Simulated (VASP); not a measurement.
# SiNi2 (P6/mmm) in VASP: notebook

The runs below take SiNi2 through relaxation of cell and atoms, single point, with r2SCAN.

Program: VASP 6.6.1. These are calculated values, not measurements. Logs are shortened: lines on timing, memory, paths and dates and some standing lists are left out, and cuts for length are marked.

## (1) The cell of the first run

It takes space group P6/mmm (No. 191, hexagonal). Conventional cell: a = 3.218 Å, b = 3.218 Å, c = 3.475 Å, α = 90.00°, β = 90.00°, γ = 120.00°. Within 3.4 Å of Si (site symmetry 6/mmm) lie 12 Ni at 2.54 Å and 6 Si at 3.22 Å. Ni (site symmetry -6m2) has 3 Ni at 1.86 Å within 2.5 Å.

## (2) Relaxation of cell and atoms, r2SCAN

File POSCAR:

```
SiNi2
1.0
    3.2179342259      0.0000000000      0.0000000000
   -1.6089671129      2.7868127873      0.0000000000
    0.0000000000      0.0000000000      3.4745136991
Si Ni
1 2
Direct
    0.0000000000      0.0000000000      0.0000000000
    0.3333333333      0.6666666667      0.5000000000
    0.6666666667      0.3333333333      0.5000000000
```

File INCAR.step1:

```
  PREC = Accurate
  ENCUT = 600
  ISMEAR = 0
  SIGMA = 0.1
  LREAL = F
  LASPH = T
  NELM = 80
  GGA = PE
  ALGO = Normal
  EDIFF = 1E-4
  LWAVE = T
  LCHARG = F
```

File INCAR.step2:

```
  PREC = Accurate
  ENCUT = 600
  EDIFF = 1E-6
  ISMEAR = 0
  SIGMA = 0.1
  LREAL = F
  LASPH = T
  NELM = 80
  ALGO = Normal
  ISIF = 3
  LWAVE = F
  LCHARG = F
  METAGGA = R2SCAN
  LMIXTAU = T
  IBRION = 2
  NSW = 90
  EDIFFG = -0.04
  ISTART = 1
```

File KPOINTS:

```
Automatic mesh
0
Gamma
  6 6 6
```

Potentials or basis: VASP PAW PBE potentials, release 64 (Si, Ni).

The run is started by

```sh
$ cat potpaw_PBE.64/Si/POTCAR potpaw_PBE.64/Ni/POTCAR > POTCAR
$ cp INCAR.step1 INCAR
$ mpirun -np 1 vasp_std > vasp.out
$ cp INCAR.step2 INCAR
$ mpirun -np 1 vasp_std > vasp.out
```

OUTCAR:

```text
PREC = Accurate
   ENCUT = 600
   EDIFF = 1E-6
   ISMEAR = 0
   LREAL = F
   LASPH = T
   NELM = 80
   ISIF = 3
   METAGGA = R2SCAN
   IBRION = 2
   NSW = 90
   EDIFFG = -0.04
   ISTART = 1

 ion  position               nearest neighbor table
   1  0.000  0.000  0.000-   2 2.54   3 2.54   2 2.54   3 2.54   2 2.54   2 2.54   3 2.54   3 2.54
                             3 2.54   3 2.54   2 2.54   2 2.54
   2  0.333  0.667  0.500-   3 1.86   3 1.86   3 1.86   1 2.54   1 2.54   1 2.54   1 2.54   1 2.54
                             1 2.54
   3  0.667  0.333  0.500-   2 1.86   2 1.86   2 1.86   1 2.54   1 2.54   1 2.54   1 2.54   1 2.54
                             1 2.54

  LATTYP: Found a hexagonal cell.
 ALAT       =     3.2179342259
 C/A-ratio  =     1.0797342193

  Lattice vectors:

 A1 = (   3.2179342259,   0.0000000000,   0.0000000000)
 A2 = (  -1.6089671129,   2.7868127873,   0.0000000000)
 A3 = (   0.0000000000,   0.0000000000,   3.4745136991)

Analysis of symmetry for initial positions (statically):
=====================================================================
 Subroutine PRICEL returns:
 Original cell was already a primitive cell.

 Routine SETGRP: Setting up the symmetry group for a
 hexagonal supercell.

 Subroutine GETGRP returns: Found 24 space group operations
 (whereof 24 operations were pure point group operations)
 out of a pool of 24 trial point group operations.

The static configuration has the point symmetry D_6h.

Analysis of symmetry for dynamics (positions and initial velocities):
=====================================================================
 Subroutine PRICEL returns:
 Original cell was already a primitive cell.

 Routine SETGRP: Setting up the symmetry group for a
 hexagonal supercell.

 Subroutine GETGRP returns: Found 24 space group operations
 (whereof 24 operations were pure point group operations)
 out of a pool of 24 trial point group operations.

The dynamic configuration has the point symmetry D_6h.

 Subroutine INISYM returns: Found 24 space group operations
 (whereof 24 operations are pure point group operations),
 and found     1 'primitive' translations

----------------------------------------------------------------------------------------

                                     Primitive cell

  volume of cell :      31.1587

  direct lattice vectors                    reciprocal lattice vectors
     3.217934226  0.000000000  0.000000000     0.310758372  0.179416430  0.000000000
    -1.608967113  2.786812787  0.000000000     0.000000000  0.358832859  0.000000000
     0.000000000  0.000000000  3.474513699     0.000000000  0.000000000  0.287810061

  length of vectors
     3.217934226  3.217934226  3.474513699     0.358832859  0.358832859  0.287810061

  position of ions in fractional coordinates (direct lattice)
     0.000000000  0.000000000  0.000000000
     0.333333333  0.666666667  0.500000000
     0.666666667  0.333333333  0.500000000

  ion indices of the primitive-cell ions
   primitive index   ion index
                 1           1
                 2           2
                 3           3

----------------------------------------------------------------------------------------

 KPOINTS: Automatic mesh

Automatic generation of k-mesh.
 Grid dimensions read from file:
 generate k-points for:    6    6    6

 Generating k-lattice:

  Cartesian coordinates                     Fractional coordinates (reciprocal lattice)
     0.051793062  0.029902738  0.000000000     0.166666667 -0.000000000  0.000000000
     0.000000000  0.059805477  0.000000000     0.000000000  0.166666667  0.000000000
     0.000000000  0.000000000  0.047968344     0.000000000  0.000000000  0.166666667

  Length of vectors
     0.059805477  0.059805477  0.047968344

  Shift w.r.t. Gamma in fractional coordinates (k-lattice)
     0.000000000  0.000000000  0.000000000

 Subroutine IBZKPT returns following result:
 ===========================================

 Found     28 irreducible k-points:

 Following reciprocal coordinates:
            Coordinates               Weight
  0.000000  0.000000  0.000000      1.000000
  0.166667  0.000000  0.000000      6.000000
  0.333333  0.000000  0.000000      6.000000
  0.500000  0.000000  0.000000      3.000000
  0.166667  0.166667  0.000000      6.000000
  0.333333  0.166667  0.000000     12.000000
[... 16 lines left out ...]
  0.166667  0.000000  0.500000      6.000000
  0.333333  0.000000  0.500000      6.000000
 [... further k-points ...]
   k-points           NKPTS =     28   k-points in BZ     NKDIM =     28   number of bands    NBANDS=     16
   number of dos      NEDOS =    301   number of ions     NIONS =      3
   total plane-waves  NPLWV =  21952
   dimension x,y,z NGX =    28 NGY =   28 NGZ =   28
   dimension x,y,z NGXF=    56 NGYF=   56 NGZF=   56
   ions per type =               1   2
   NGX,Y,Z   is equivalent  to a cutoff of  14.47, 14.47, 13.40 a.u.
   NGXF,Y,Z  is equivalent  to a cutoff of  28.93, 28.93, 26.79 a.u.
 SYSTEM =  unknown system
   PREC   = accura    normal or accurate (medium, high low for compatibility)
   ISTART =      1    job   : 0-new  1-cont  2-samecut
   ICHARG =      0    charge: 1-file 2-atom 10-const
   ISPIN  =      1    spin polarized calculation?
   LNONCOLLINEAR =      F non collinear calculations
   LSORBIT =      F    spin-orbit coupling
   LASPH  =      T    aspherical Exc in radial PAW
   ENCUT  =  600.0 eV  44.10 Ry    6.64 a.u.   6.43  6.43  6.94*2*pi/ulx,y,z
   NELM   =     80;   NELMIN=  2; NELMDL=  0     # of ELM steps
   EDIFF  = 0.1E-05   stopping-criterion for ELM
   LREAL  =      F    real-space projection
   EDIFFG = -.4E-01   stopping-criterion for IOM
   NSW    =     90    number of steps for IOM
   IBRION =      2    ionic relax: 0-MD 1-quasi-New 2-CG
   NFREE  =      1    steps in history (QN), initial steepest desc. (CG)
   ISIF   =      3    stress and relaxation
   ISYM   =      2    0-nonsym 1-usesym 2-fastsym
   POTIM  = 0.5000    time-step for ionic-motion
   TEBEG  =    0.0;   TEEND  =   0.0 temperature during run
   PSTRESS=    0.0 pullay stress
   NELECT =      24.0000    total number of electrons
   NUPDOWN=      -1.0000    fix difference up-down
   EMIN   =  10.00;   EMAX   =-10.00  energy-range for DOS
   EFERMI =   0.00;   METHOD = LEGACY
   ISMEAR =     0;   SIGMA  =   0.10  broadening in eV -4-tet -1-fermi 0-gaus
   EFERMI_NEDOS =   21; number of points for ismear=-14 and -15
   IALGO  =     38    algorithm
   IMIX   =      4    mixing-type and parameters
     AMIX     =   0.40;   BMIX     =  1.00
     AMIX_MAG =   1.60;   BMIX_MAG =  1.00
  volume/ion in A,a.u.               =      10.39        70.09
  Fermi-wavevector in a.u.,A,eV,Ry     =   1.500671  2.835858 30.640516  2.252014
  Thomas-Fermi vector in A             =   2.612141
   LORBIT       =      0    0 simple, 1 ext, 2 COOP (PROOUT), +10 PAW based schemes
   METAGGA = R2SCAN    functional components
   LHFCALC =     F    Hartree Fock is set to
   AEXX    =    0.0000 exact exchange contribution
   IVDW    =     0    specifies the selected vdW correction
   LEPSILON=     F    determine dielectric tensor
   LRPA    =     F    only Hartree local field effects (RPA)
 conjugate gradient relaxation of ions
 non-spin polarized calculation
 Gauss-broadening in eV      SIGMA  =   0.10
  energy-cutoff  :      600.00
  volume of cell :       31.16
 maximum number of plane-waves:      1052
 NGX is ok and might be reduce to    28
   NGX = 13   NGY = 13   NGZ = 13

--------------------------------------- Ionic step        1  -------------------------------------------

 number of electron      23.9999991 magnetization

 Free energy of the ion-electron system (eV)
  ---------------------------------------------------
  ext. energy  EPLUGINS =         0.00000000
  ---------------------------------------------------
  free energy    TOTEN  =       -28.13409894 eV

  energy without entropy =      -28.12964686  energy(sigma->0) =      -28.13187290

------------------------ aborting loop because EDIFF is reached ----------------------------------------

  FORCE on cell =-STRESS in cart. coord.  units (eV):
  Direction    XX          YY          ZZ          XY          YZ          ZX
  --------------------------------------------------------------------------------------
  -------------------------------------------------------------------------------------
  Total       22.4584458     22.4584458     -0.0613907      0.0000000     -0.0000000      0.0000000
  in kB     1154.8120191   1154.8120191     -3.1567041      0.0000000     -0.0000000      0.0000000
  external PRESSURE =     768.8224447 kB  Pullay stress =       0.0000000 kB
[... 92 lines left out ...]
  FREE ENERGIE OF THE ION-ELECTRON SYSTEM (eV)
  ---------------------------------------------------
  free  energy   TOTEN  =       -30.9426986090 eV

  energy  without entropy=      -30.9137365351  energy(sigma->0) =      -30.92821757

 E-fermi :   8.8202     XC(G=0): -12.8973

 val. band max:        8.8103401552   @ k =   0.3333   0.1667   0.5000
 cond. band min:       8.8248683751   @ k =   0.3333   0.0000   0.1667
 fundamental gap:      0.0145282199
 Fermi energy:         8.8201771901

 k-point     1 :       0.0000    0.0000    0.0000
  band No.  band energies     occupation
      1      -3.1114      2.00000
      2       5.2121      2.00000
      3       5.2121      2.00000
      4       5.3998      2.00000
      5       6.1954      2.00000
      6       6.1954      2.00000
[... 433 lines left out ...]
      3       4.8362      2.00000
      4       4.9429      2.00000
      5       4.9442      2.00000
      6       5.6054      2.00000
[... 8 lines left out ...]
     15      12.6416      0.00000
     16      13.0058      0.00000

 [... further k-points ...]

[... ionic steps 4 to 10 ...]

--------------------------------------- Ionic step       11  -------------------------------------------

 number of electron      23.9999993 magnetization

------------------------ aborting loop because EDIFF is reached ----------------------------------------
[... 69 lines left out ...]
--------------------------------------- Ionic step       13  -------------------------------------------

 number of electron      23.9999990 magnetization

 Free energy of the ion-electron system (eV)
  ---------------------------------------------------
  ext. energy  EPLUGINS =         0.00000000
  ---------------------------------------------------
  free energy    TOTEN  =       -32.88012079 eV

  energy without entropy =      -32.86362175  energy(sigma->0) =      -32.87187127

 E-fermi :  11.3089     XC(G=0): -14.0093

 val. band max:       11.2839190835   @ k =   0.3333   0.0000   0.1667
 cond. band min:      11.3176952992   @ k =   0.1667   0.0000   0.5000
 fundamental gap:      0.0337762157
 Fermi energy:        11.3089279096

 k-point     1 :       0.0000    0.0000    0.0000
  band No.  band energies     occupation
      1      -2.4620      2.00000
      2       6.0933      2.00000
      3       6.0933      2.00000
      4       7.2603      2.00000
      5       8.4423      2.00000
      6       8.4423      2.00000
[... 433 lines left out ...]
      3       6.5062      2.00000
      4       6.8567      2.00000
      5       7.4569      2.00000
      6       8.2613      2.00000
[... 8 lines left out ...]
     15      15.2277      0.00000
     16      16.2050      0.00000

 [... further k-points ...]

------------------------ aborting loop because EDIFF is reached ----------------------------------------

  FORCE on cell =-STRESS in cart. coord.  units (eV):
  Direction    XX          YY          ZZ          XY          YZ          ZX
  --------------------------------------------------------------------------------------
  -------------------------------------------------------------------------------------
  Total       -0.0088746     -0.0088746     -0.0188432     -0.0000000     -0.0000000      0.0000000
  in kB       -0.4369499     -0.4369499     -0.9277627     -0.0000000     -0.0000000      0.0000000
  external PRESSURE =      -0.6005542 kB  Pullay stress =       0.0000000 kB
[... 18 lines left out ...]
  FREE ENERGIE OF THE ION-ELECTRON SYSTEM (eV)
  ---------------------------------------------------
  free  energy   TOTEN  =       -32.8801207894 eV

  energy  without entropy=      -32.8636217478  energy(sigma->0) =      -32.87187127

 reached required accuracy - stopping structural energy minimisation
```

Wall time 7.3 min (1 thread of Intel Xeon 6975P-C (Granite Rapids), shared host); peak memory 0.18 GiB.

What came out:

```
Free energy                            : -32.8801 eV
Relaxed volume                         : 10.85 Å³/atom
Relaxed cell                           : a = 3.917 Å, b = 3.917 Å, c = 2.448 Å, α = 90.00°, β = 90.00°, γ = 120.00°
Space group after relaxing (to 0.05 Å) : P6/mmm (No. 191)
Energy gained by relaxing              : 1582.0 meV/atom
Ionic steps                            : 13
Pressure after relaxing                : -0.1 GPa
Band gap on the k mesh                 : zero (band 12 reaches 12.90 eV, above the bottom of band 13 at 10.64 eV)
```

The path:
```tsv
step	energy change (eV)	largest force (eV/Å)	pressure (GPa)	volume (Å³)
1	0.0000	0.0000	76.88	31.16
2	-0.9109	0.0000	-25.84	57.67
3	-2.8086	0.0000	-10.75	42.37
4	-2.8136	0.0000	-9.56	41.98
5	-2.8146	0.0000	-8.62	41.70
6	-3.4881	0.0000	-8.91	38.78
7	-4.6481	0.0000	-2.45	33.33
8	28.8840	0.0000	534.66	20.49
9	-4.6767	0.0000	-1.58	33.09
10	-4.7293	0.0000	6.03	31.67
11	-4.7382	0.0000	3.32	32.09
12	-4.7288	0.0000	-4.50	33.23
13	-4.7460	0.0000	-0.06	32.54
```

Final structure:
```yaml
crystal:
  lattice:
    - [3.91742, 0.00000, 0.00000]
    - [-1.95871, 3.39259, 0.00000]
    - [0.00000, 0.00000, 2.44848]
  atoms:
    - { symbol: Si, position: [0.00000, 0.00000, 0.00000] }
    - { symbol: Ni, position: [0.33333, 0.66667, 0.50000] }
    - { symbol: Ni, position: [0.66667, 0.33333, 0.50000] }
```

Levels at points of the mesh, in eV from the Fermi level:
```tsv
k point	band 8	band 9	band 10	band 11	band 12	band 13	band 14	band 15
(0.00, 0.00, 0.00)	-1.67	-1.67	-0.83	-0.83	1.27	2.49	2.49	2.53
(0.50, 0.00, 0.00)	-1.85	-1.66	-1.26	-1.01	-0.71	-0.67	2.65	9.79
(0.00, 0.00, 0.50)	-2.72	-2.24	-2.24	-0.21	0.09	4.67	4.67	7.61
(0.50, 0.00, 0.50)	-1.66	-0.88	-0.39	-0.14	0.25	0.26	2.35	3.04
```

Caveat: the k points lie up to 0.43 Å⁻¹ apart in the final cell; the PAW data sets were made with another functional, which shifts forces and pressure a little. Spin polarisation is off, so any magnetic state and its effect on volume and gap are missing.

## (3) Single point, r2SCAN

This run uses another cell than the first one, of 10.83 Å³/atom, 1.043 times its volume.

File POSCAR:

```
SiNi2
1.0
    3.9173242303      0.0000000000      0.0000000000
   -1.9586621152      3.3925022983      0.0000000000
    0.0000000000      0.0000000000      2.4455144728
Si Ni
1 2
Direct
    0.0000000000      0.0000000000      0.0000000000
    0.3333333333      0.6666666667      0.5000000000
    0.6666666667      0.3333333333      0.5000000000
```

File INCAR.step1:

```
ALGO = Normal
EDIFF = 1E-4
ENCUT = 520
GGA = PE
ISMEAR = 0
LASPH = T
LCHARG = F
LREAL = F
LWAVE = T
NBANDS = 19
NELM = 100
PREC = Accurate
SIGMA = 0.1
```

File INCAR.step2:

```
ALGO = Normal
EDIFF = 1E-6
ENCUT = 520
ISIF = 2
ISMEAR = 0
ISTART = 1
LASPH = T
LCHARG = F
LMIXTAU = T
LREAL = F
LWAVE = F
METAGGA = R2SCAN
NBANDS = 19
NELM = 100
PREC = Accurate
SIGMA = 0.1
```

File KPOINTS:

```
k-points
0
Gamma
  12 12 18
```

Potentials or basis: VASP PAW PBE potentials, release 64 (Si, Ni).

The run is started by

```sh
$ cat potpaw_PBE.64/Si/POTCAR potpaw_PBE.64/Ni/POTCAR > POTCAR
$ cp INCAR.step1 INCAR
$ mpirun -np 1 vasp_std > vasp.out
$ cp INCAR.step2 INCAR
$ mpirun -np 1 vasp_std > vasp.out
```

Run time: 3.1 min. Hardware: 1 thread of Intel Xeon 6975P-C (Granite Rapids), shared host; peak memory 0.23 GiB.

Results (log left out):

```
Free energy            : -32.8874 eV
Pressure               : 0.3 GPa
Band gap on the k mesh : zero (band 12 reaches 12.91 eV, above the bottom of band 13 at 10.65 eV)
```

Levels at points of the mesh, in eV from the Fermi level:
```
           k point  band 10  band 11  band 12  band 13  band 14  band 15
(0.00, 0.00, 0.00)    -0.81    -0.81     1.27     2.51     2.51     2.54
(0.50, 0.00, 0.00)    -1.23    -0.99    -0.68    -0.64     2.66     9.80
(0.00, 0.00, 0.50)    -2.21    -0.19     0.12     4.69     4.69     7.64
(0.50, 0.00, 0.50)    -0.35    -0.12     0.27     0.28     2.38     3.05
```

Caveat: the PAW data sets were made with another functional, which shifts forces and pressure a little. Spin polarisation is off, so any magnetic state and its effect on volume and gap are missing.
